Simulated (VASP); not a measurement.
Input of a VASP 6.6.1 run:

Contents of INCAR:

```
ALGO = Fast
EDIFF = 1E-7
ENCUT = 520
GGA = PS
ISIF = 2
ISMEAR = 0
LASPH = T
LCHARG = F
LREAL = F
LWAVE = F
NBANDS = 12
NELM = 60
PREC = Accurate
SIGMA = 0.15
```

Contents of KPOINTS:

```
k-points
0
Gamma
  24 24 24
```

Contents of POSCAR:

```
Ga
1.0
   -1.4040000000      1.4320800000      2.2290000000
    1.4040000000     -1.4320800000      2.2290000000
    1.4040000000      1.4320800000     -2.2290000000
Ga
1
Direct
    0.0000000000      0.0000000000      0.0000000000
```

Potentials or basis: VASP PAW PBE potentials, release 64 (Ga_d).

The run is started by

```bash
$ cat potpaw_PBE.64/Ga_d/POTCAR > POTCAR
$ mpirun -np 1 vasp_std > vasp.out
```

Q: What does it give for the band gap on the k mesh?

A: Zero (an odd number of electrons rules out a gap without spin polarisation).

Q: Estimate the pressure.

A: -0.7 GPa.

Stress tensor (GPa, compression positive):
```
-0.39  0.00  0.00
 0.00 -0.85  0.00
 0.00  0.00 -0.86
```

Caveat: the cell differs from its parent crystal (strain +0.0200 x Voigt [0, 1, 0, 0, 0, 0]); the PAW data sets were made with another functional, which shifts forces and pressure a little.
